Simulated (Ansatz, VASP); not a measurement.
# TaH5: VASP beside Ansatz

File INCAR:

```
SYSTEM = TaH5
ALGO = Normal ; EDIFF = 1E-6
ENCUT = 520 ; GGA = PE
ISIF = 2 ; ISMEAR = 0
LASPH = .TRUE. ; LCHARG = .FALSE.
LREAL = .FALSE. ; LWAVE = .FALSE.
NBANDS = 17 ; NELM = 60
PREC = Accurate ; SIGMA = 0.1
```

The input KPOINTS:

```
k-points
0
G
  4 4 4
  0 0 0
```

Contents of POSCAR:

```
TaH5
1.0
    3.8053629500      0.0000000000      0.0000000000
    0.0000000000      3.8053629500      0.0000000000
    0.0000000000      0.0000000000      4.5814480200
Ta H
1 5
Direct
    0.0000000000      0.0000000000      0.0000000000
    0.7951586600      0.5000000000      0.5000000000
    0.2048413400      0.5000000000      0.5000000000
    0.5000000000      0.7951586600      0.5000000000
    0.5000000000      0.2048413400      0.5000000000
    0.5000000000      0.5000000000      0.0000000000
```

Input for Ansatz:

```yaml
crystal:
  lattice:
    - [3.80536295, 0.0, 0.0]
    - [0.0, 3.80536295, 0.0]
    - [0.0, 0.0, 4.58144802]
  atoms:
    - { symbol: Ta, position: [0.0, 0.0, 0.0] }
    - { symbol: H, position: [0.79515866, 0.5, 0.5] }
    - { symbol: H, position: [0.20484134, 0.5, 0.5] }
    - { symbol: H, position: [0.5, 0.79515866, 0.5] }
    - { symbol: H, position: [0.5, 0.20484134, 0.5] }
    - { symbol: H, position: [0.5, 0.5, 0.0] }
basis:
  ecutwfc: 420
kpoints:
  mp_grid: { grid: [4, 4, 4] }
hamiltonian:
  xc: pbe
scf:
  occupations: { method: gaussian, width: 0.1 }
  lower_state_search: "off"
output:
  forces: true
  stress: true
  eigenvalues: true
```

Alike in both runs: task single point; functional PBE; k mesh 4 × 4 × 4; occupations gaussian, width 0.1 eV; no spin polarisation.

```csv
,VASP,Ansatz
version,VASP 6.6.1,Ansatz 0.2.0
potentials or method,"VASP PAW PBE potentials, release 64 (Ta_pv, H), cutoff 520 eV","scalar-relativistic, plane waves, PAW"
valence electrons in the cell,16,18
```

Ansatz gave:

* gap on the k mesh at the Fermi level (eV): none
* pressure (GPa): -26.1
* traceless stress, the component that is largest in VASP (GPa): 10.19
* rms of the force components (eV/Å): 0.047

**Question.** What did VASP give for the same quantities?

**Answer.** gap on the k mesh at the Fermi level (eV): none; pressure (GPa): -26.2; traceless stress, the component that is largest in VASP (GPa): 10.20; rms of the force components (eV/Å): 0.048.

Atom by atom the forces differ by 0.000 eV/Å (rms over components). A gap of «none» marks a metal or a gap that the smearing closes. VASP's potentials hold 16 valence electrons a cell and Ansatz's 18, so a difference there can come from the potentials and not from the codes.

The k mesh is coarse, so the values compare programs but aren't converged. Spin-orbit coupling is off throughout.
